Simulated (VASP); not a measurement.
# CuI in VASP: a series of runs

Runs on CuI. Level: r2SCAN. Tasks: single point.

Everything below comes from runs of VASP 6.6.1. Logs are shortened: lines on timing, memory, paths and dates and some standing lists are left out, and cuts for length are marked.

## Step 1: The cell of the first run

It takes space group F-43m (No. 216, cubic). The conventional cell has a = 6.023 Å, b = 6.023 Å, c = 6.023 Å, α = 90.00°, β = 90.00°, γ = 90.00°. Cu (site symmetry -43m) has 4 I at 2.61 Å within 3.4 Å. Within 3.4 Å of I (site symmetry -43m) lie 4 Cu at 2.61 Å.

## Step 2: Single point, r2SCAN

Contents of POSCAR:

```
CuI
1.0
    3.0116971668      3.0116971668      0.0000000000
   -3.0116971668      3.0116971668      0.0000000000
    0.0000000000      3.0116971668      3.0116971668
Cu I
1 1
Direct
    0.7500000000      0.2500000000      0.5000000000
    0.0000000000      0.0000000000      0.0000000000
```

Contents of INCAR.step1:

```
PREC     = Accurate       # precision mode
ENCUT    = 520            # plane-wave cutoff, eV
ISMEAR   = 0              # smearing method
SIGMA    = 0.01           # smearing width, eV
LREAL    = F              # projectors in reciprocal space
LASPH    = T              # aspherical terms in the spheres
NELM     = 80             # most SCF steps
NBANDS   = 16             # bands
GGA      = PE             # functional
ALGO     = Normal         # electronic algorithm
EDIFF    = 1E-4           # SCF threshold, eV
LWAVE    = T              # write WAVECAR
LCHARG   = F              # write CHGCAR
```

Contents of INCAR.step2:

```
PREC     = Accurate       # precision mode
ENCUT    = 520            # plane-wave cutoff, eV
EDIFF    = 1E-6           # SCF threshold, eV
ISMEAR   = 0              # smearing method
SIGMA    = 0.01           # smearing width, eV
LREAL    = F              # projectors in reciprocal space
LASPH    = T              # aspherical terms in the spheres
NELM     = 80             # most SCF steps
ALGO     = Normal         # electronic algorithm
ISIF     = 2              # what is computed and relaxed
LWAVE    = F              # write WAVECAR
LCHARG   = F              # write CHGCAR
METAGGA  = R2SCAN         # meta-GGA
LMIXTAU  = T            
NBANDS   = 16             # bands
ISTART   = 1
```

Contents of KPOINTS:

```
regular mesh
0
Gamma
  6 6 6
```

Potentials or basis: VASP PAW PBE potentials, release 64 (Cu, I).

Launch:

```console
> cat potpaw_PBE.64/Cu/POTCAR potpaw_PBE.64/I/POTCAR > POTCAR
> cp INCAR.step1 INCAR
> mpirun -np 1 vasp_std > vasp.out
> cp INCAR.step2 INCAR
> mpirun -np 1 vasp_std > vasp.out
```

OUTCAR:

```text
PREC = Accurate
   ENCUT = 520
   EDIFF = 1E-6
   ISMEAR = 0
   LREAL = F
   LASPH = T
   NELM = 80
   ISIF = 2
   METAGGA = R2SCAN
   ISTART = 1

 ion  position               nearest neighbor table
   1  0.750  0.250  0.500-   2 2.61   2 2.61   2 2.61   2 2.61
   2  0.000  0.000  0.000-   1 2.61   1 2.61   1 2.61   1 2.61

  LATTYP: Found a face centered cubic cell.
 ALAT       =     6.0233943336

  Lattice vectors:

 A1 = (   0.0000000000,   3.0116971668,   3.0116971668)
 A2 = (   3.0116971668,   0.0000000000,   3.0116971668)
 A3 = (   3.0116971668,   3.0116971668,   0.0000000000)

Analysis of symmetry for initial positions (statically):
=====================================================================
 Subroutine PRICEL returns:
 Original cell was already a primitive cell.

 Routine SETGRP: Setting up the symmetry group for a
 face centered cubic supercell.

 Subroutine GETGRP returns: Found 24 space group operations
 (whereof 24 operations were pure point group operations)
 out of a pool of 48 trial point group operations.

The static configuration has the point symmetry T_d .

Analysis of symmetry for dynamics (positions and initial velocities):
=====================================================================
 Subroutine PRICEL returns:
 Original cell was already a primitive cell.

 Routine SETGRP: Setting up the symmetry group for a
 face centered cubic supercell.

 Subroutine GETGRP returns: Found 24 space group operations
 (whereof 24 operations were pure point group operations)
 out of a pool of 48 trial point group operations.

The dynamic configuration has the point symmetry T_d .

 Subroutine INISYM returns: Found 24 space group operations
 (whereof 24 operations are pure point group operations),
 and found     1 'primitive' translations

----------------------------------------------------------------------------------------

                                     Primitive cell

  volume of cell :      54.6341

  direct lattice vectors                    reciprocal lattice vectors
     3.011697167  3.011697167  0.000000000     0.166019348  0.166019348 -0.166019348
    -3.011697167  3.011697167  0.000000000    -0.166019348  0.166019348 -0.166019348
     0.000000000  3.011697167  3.011697167     0.000000000  0.000000000  0.332038696
[... 70 lines left out ...]
   LNONCOLLINEAR =      F non collinear calculations
   LSORBIT =      F    spin-orbit coupling
   LASPH  =      T    aspherical Exc in radial PAW
   ENCUT  =  520.0 eV  38.22 Ry    6.18 a.u.   7.92  7.92  7.92*2*pi/ulx,y,z
   NELM   =     80;   NELMIN=  2; NELMDL=  0     # of ELM steps
   EDIFF  = 0.1E-05   stopping-criterion for ELM
   LREAL  =      F    real-space projection
   EDIFFG = 0.1E-04   stopping-criterion for IOM
   NSW    =      0    number of steps for IOM
   IBRION =     -1    ionic relax: 0-MD 1-quasi-New 2-CG
   NFREE  =      0    steps in history (QN), initial steepest desc. (CG)
   ISIF   =      2    stress and relaxation
   ISYM   =      2    0-nonsym 1-usesym 2-fastsym
   POTIM  = 0.5000    time-step for ionic-motion
   TEBEG  =    0.0;   TEEND  =   0.0 temperature during run
   PSTRESS=    0.0 pullay stress
   NELECT =      18.0000    total number of electrons
   NUPDOWN=      -1.0000    fix difference up-down
   EMIN   =  10.00;   EMAX   =-10.00  energy-range for DOS
   EFERMI =   0.00;   METHOD = LEGACY
   ISMEAR =     0;   SIGMA  =   0.01  broadening in eV -4-tet -1-fermi 0-gaus
   EFERMI_NEDOS =   21; number of points for ismear=-14 and -15
   IALGO  =     38    algorithm
   IMIX   =      4    mixing-type and parameters
     AMIX     =   0.40;   BMIX     =  1.00
     AMIX_MAG =   1.60;   BMIX_MAG =  1.00
  volume/ion in A,a.u.               =      27.32       184.34
  Fermi-wavevector in a.u.,A,eV,Ry     =   1.130692  2.136698 17.394568  1.278465
  Thomas-Fermi vector in A             =   2.267389
   LORBIT       =      0    0 simple, 1 ext, 2 COOP (PROOUT), +10 PAW based schemes
   METAGGA = R2SCAN    functional components
   LHFCALC =     F    Hartree Fock is set to
   AEXX    =    0.0000 exact exchange contribution
   IVDW    =     0    specifies the selected vdW correction
   LEPSILON=     F    determine dielectric tensor
   LRPA    =     F    only Hartree local field effects (RPA)
 non-spin polarized calculation
 Gauss-broadening in eV      SIGMA  =   0.01
  energy-cutoff  :      520.00
  volume of cell :       54.63
 maximum number of plane-waves:      1484
   NGX = 15   NGY = 15   NGZ = 15

 number of electron      18.0000016 magnetization

 Free energy of the ion-electron system (eV)
  ---------------------------------------------------
  ext. energy  EPLUGINS =         0.00000000
  ---------------------------------------------------
  free energy    TOTEN  =       -35.79373205 eV

  energy without entropy =      -35.79373205  energy(sigma->0) =      -35.79373205

 E-fermi :   4.5633     XC(G=0):  -9.5464

 val. band max:        4.4747267130   @ k =   0.0000   0.0000   0.0000
 cond. band min:       6.1468299740   @ k =   0.0000   0.0000   0.0000
 fundamental gap:      1.6721032610
 Fermi energy:         4.5633013607

 k-point     1 :       0.0000    0.0000    0.0000
  band No.  band energies     occupation
      1     -10.1572      2.00000
      2       0.5840      2.00000
      3       0.5841      2.00000
      4       0.5842      2.00000
      5       2.5573      2.00000
      6       2.5573      2.00000
[... 281 lines left out ...]
      3      -0.0939      2.00000
      4       0.3803      2.00000
      5       2.4950      2.00000
      6       2.5037      2.00000
[... 8 lines left out ...]
     15      16.5844      0.00000
     16      17.2552      0.00000

------------------------ aborting loop because EDIFF is reached ----------------------------------------

  FORCE on cell =-STRESS in cart. coord.  units (eV):
  Direction    XX          YY          ZZ          XY          YZ          ZX
  --------------------------------------------------------------------------------------
  -------------------------------------------------------------------------------------
  Total       -0.0122999     -0.0122999     -0.0122999      0.0000000      0.0000000      0.0000000
  in kB       -0.3607008     -0.3607008     -0.3607008      0.0000000      0.0000000      0.0000000
  external PRESSURE =      -0.3607008 kB  Pullay stress =       0.0000000 kB

 VOLUME and BASIS-vectors are now :
 -----------------------------------------------------------------------------
  energy-cutoff  :      520.00
  volume of cell :       54.63
      direct lattice vectors                 reciprocal lattice vectors
     3.011697167  3.011697167  0.000000000     0.166019348  0.166019348 -0.166019348
    -3.011697167  3.011697167  0.000000000    -0.166019348  0.166019348 -0.166019348
     0.000000000  3.011697167  3.011697167     0.000000000  0.000000000  0.332038696

 POSITION                                       TOTAL-FORCE (eV/Angst)
 -----------------------------------------------------------------------------------
      1.50585      4.51755      1.50585         0.000000     -0.000000      0.000000
      0.00000      0.00000      0.00000        -0.000000      0.000000     -0.000000
 -----------------------------------------------------------------------------------
    total drift:                                0.000008     -0.000000     -0.000000

  FREE ENERGIE OF THE ION-ELECTRON SYSTEM (eV)
  ---------------------------------------------------
  free  energy   TOTEN  =       -35.7937320465 eV

  energy  without entropy=      -35.7937320465  energy(sigma->0) =      -35.79373205
```

OUTCAR.step1:

```text
PREC = Accurate
   ENCUT = 520
   ISMEAR = 0
   LREAL = F
   LASPH = T
[... 513 lines left out ...]
 -----------------------------------------------------------------------------------
      1.50585      4.51755      1.50585         0.000000     -0.000000      0.000000
      0.00000      0.00000      0.00000        -0.000000      0.000000     -0.000000
 -----------------------------------------------------------------------------------
    total drift:                               -0.000000     -0.000000     -0.000000

  FREE ENERGIE OF THE ION-ELECTRON SYSTEM (eV)
  ---------------------------------------------------
  free  energy   TOTEN  =        -5.5542589545 eV

  energy  without entropy=       -5.5542589545  energy(sigma->0) =       -5.55425895
```

OSZICAR.step1:

```text
N       E                     dE             d eps       ncg     rms          rms(c)
DAV:   1     0.925753247393E+02    0.92575E+02   -0.74035E+03   512   0.119E+03
DAV:   2     0.129231707924E+00   -0.92446E+02   -0.83402E+02   552   0.230E+02
DAV:   3    -0.562648449150E+01   -0.57557E+01   -0.56728E+01   704   0.616E+01
DAV:   4    -0.577569288926E+01   -0.14921E+00   -0.14915E+00   616   0.927E+00
DAV:   5    -0.578288479823E+01   -0.71919E-02   -0.71918E-02   824   0.219E+00    0.538E+00
DAV:   6    -0.570477671703E+01    0.78108E-01   -0.27481E+00   528   0.450E+01    0.347E+00
DAV:   7    -0.555520894711E+01    0.14957E+00   -0.66254E-01   536   0.269E+01    0.172E+00
DAV:   8    -0.555638612858E+01   -0.11772E-02   -0.35345E-02   816   0.259E+00    0.459E-01
DAV:   9    -0.555407704716E+01    0.23091E-02   -0.87371E-03   648   0.277E+00    0.134E-01
DAV:  10    -0.555425147992E+01   -0.17443E-03   -0.57011E-04   608   0.162E-01    0.405E-02
DAV:  11    -0.555425895451E+01   -0.74746E-05   -0.14057E-04   512   0.351E-01
   1 F= -.55542590E+01 E0= -.55542590E+01  d E =-.205335E-15
```

It took 39 s on 1 thread of AMD EPYC 9R45 (Zen 5), shared host; peak memory 0.16 GiB.

What came out:

```
Free energy            : -35.7937 eV
Pressure               : 0.0 GPa
Band gap on the k mesh : 1.67 eV
```

Caveat: the PAW data sets were made with another functional, which shifts forces and pressure a little; spin-orbit coupling is left out, which moves the levels of the heavy elements.

(Continued in part 2 of 2.)
